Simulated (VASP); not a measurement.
Wanted: the native input for a VASP 6.6.1 run.

- Task: relaxation of cell and atoms
- Functional: PBEsol
- Potentials or basis: VASP PAW PBE potentials, release 64 (Ta_pv, Ru_pv)
- Cutoff: 600 eV
- k mesh: 16 × 16 × 12
- Occupations: fermi-dirac, width 0.15 eV
- Spin: no spin polarisation
- Dipole correction: no
- Further INCAR settings: ALGO = Normal; EDIFF = 1e-06; IBRION = 2; EDIFFG = -0.001; NSW = 80; ISIF = 3

The structure of TaRu lies in POSCAR:

```
TaRu
1.0
    3.0234565546      0.0000000000      0.0000000000
    0.0000000000      3.0234565546      0.0000000000
    0.0000000000      0.0000000000      3.3872292638
Ta Ru
1 1
Direct
    0.5000000000      0.5000000000      0.5000000000
    0.0000000000      0.0000000000      0.0000000000
```

These files were run (other wordings do the same):

INCAR

```
SYSTEM = TaRu
PREC = Accurate
ENCUT = 600
EDIFF = 1E-6
ISMEAR = -1
SIGMA = 0.15
LREAL = .FALSE.
LASPH = .TRUE.
NELM = 100
ALGO = Normal
ISIF = 3
LWAVE = .FALSE.
LCHARG = .FALSE.
GGA = PS
IBRION = 2
NSW = 80
EDIFFG = -0.001
```

KPOINTS

```
regular mesh
0
G
  16 16 12
  0 0 0
```

Potentials or basis: VASP PAW PBE potentials, release 64 (Ta_pv, Ru_pv).

Launch:

```sh
$ cat potpaw_PBE.64/Ta_pv/POTCAR potpaw_PBE.64/Ru_pv/POTCAR > POTCAR
$ mpirun -np 1 vasp_std > vasp.out
```

Results of the run:

| Quantity | Value |
| --- | --- |
| Relaxed volume | 15.51 Å³/atom |
| Relaxed cell | a = 3.028 Å, b = 3.028 Å, c = 3.384 Å, α = 90.00°, β = 90.00°, γ = 90.00° |
| Space group after relaxing (to 0.05 Å) | P4/mmm (No. 123) |
| Energy gained by relaxing | 0.1 meV/atom |
| Ionic steps | 16 |
| Pressure after relaxing | 0.0 GPa |

Caveat: the PAW data sets were made with another functional, which shifts forces and pressure a little.

Wall time 4.6 min on 1 thread of Intel(R) Xeon(R) 6975P-C (Granite Rapids) (shared host), peak memory 0.34 GiB.
